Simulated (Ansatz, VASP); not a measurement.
CuI in VASP and in Ansatz

File POSCAR:

```
CuI
1.0
    4.1979968432      0.0000000000      0.0000000000
    0.0000000000      5.9368641383      0.0000000000
    0.0000000000      0.0000000000      4.2002504750
Cu I
2 2
Direct
    0.0000000000      0.0000000000      0.0000000000
    0.5000000000      0.5000000000      0.5000000000
    0.5000000000      0.2500000000      0.0000000000
    0.0000000000      0.7500000000      0.5000000000
```

The input INCAR.step1:

```
PREC = Accurate ; ENCUT = 660
ISMEAR = 0 ; SIGMA = 0.02
LREAL = F ; LASPH = T
NELM = 120 ; NBANDS = 26
GGA = PE ; ALGO = Normal
EDIFF = 1E-5 ; LWAVE = T
LCHARG = F ; GGA_COMPAT = F
```

Contents of INCAR.step2:

```
PREC = Accurate ; ENCUT = 660
EDIFF = 1E-6 ; ISMEAR = 0
SIGMA = 0.02 ; LREAL = F
LASPH = T ; NELM = 120
ALGO = Normal ; ISIF = 2
LWAVE = F ; LCHARG = F
METAGGA = R2SCAN ; LMIXTAU = T
NBANDS = 26 ; ISTART = 1
GGA_COMPAT = F
```

KPOINTS

```
regular mesh
0
Gamma
  6 6 6
```

Input for Ansatz:

```yaml
crystal:
  lattice:
    - [4.1979968432, 0.0, 0.0]
    - [0.0, 5.9368641383, 0.0]
    - [0.0, 0.0, 4.200250475]
  atoms:
    - { symbol: Cu, position: [0.0, 0.0, 0.0] }
    - { symbol: I, position: [0.5, 0.25, 0.0] }
    - { symbol: Cu, position: [0.5, 0.5, 0.5] }
    - { symbol: I, position: [0.0, 0.75, 0.5] }
basis:
  ecutwfc: 500
kpoints:
  mp_grid: { grid: [6, 6, 6] }
  band_path:
    path:
      - [[0.0, 0.0, 0.0], [0.0, 1.0, 0.0], [-0.25000001, 1.0, 0.0]]
      - [[-0.74999999, 0.0, 0.0], [0.0, 0.0, 0.0], [0.0, 0.0, 0.75026848]]
      - [[0.0, 1.0, 0.24973152], [0.0, 1.0, 0.0]]
      - [[0.0, 0.0, 0.0], [-0.5, 0.5, 0.0], [-0.5, 0.5, 0.5], [0.0, 0.5, 0.5], [0.0, 0.0, 0.0], [-0.5, 0.0, 0.5], [-0.5, 0.5, 0.5]]
    npoints: 10
hamiltonian:
  xc: r2scan
  pseudopotentials: { kind: paw, azcp: { folder: soft_1 } }
scf:
  occupations: { method: gaussian, width: 0.02 }
  n_extra_bands: 8
output:
  forces: true
  stress: true
  eigenvalues: true
```

Alike in both runs: task single point; functional r2SCAN; k mesh 6 × 6 × 6; occupations gaussian, width 0.02 eV; no spin polarisation.

```csv
,VASP,Ansatz
version,VASP 6.6.1,Ansatz 0.2.0
potentials or method,"VASP PAW PBE potentials, release 64 (Cu, I), cutoff 660 eV","scalar-relativistic, plane waves, PAW"
valence electrons in the cell,36,72
```

Ansatz gave:

| Item | Value |
| --- | --- |
| gap on the k mesh at the Fermi level (eV) | 1.80 |
| least direct gap on the mesh (eV) | 1.80 |
| pressure (GPa) | 2.0 |

Q: Estimate VASP's values.

A: gap on the k mesh at the Fermi level (eV): 1.81; least direct gap on the mesh (eV): 1.81; pressure (GPa): 2.1.

VASP's potentials were made for PBE, not for r2SCAN. The functional is the same, so the differences come from potentials, cutoffs and numerics. VASP's potentials hold 36 valence electrons a cell and Ansatz's 72, so a difference there can come from the potentials and not from the codes.

Neither program's run includes spin-orbit coupling.
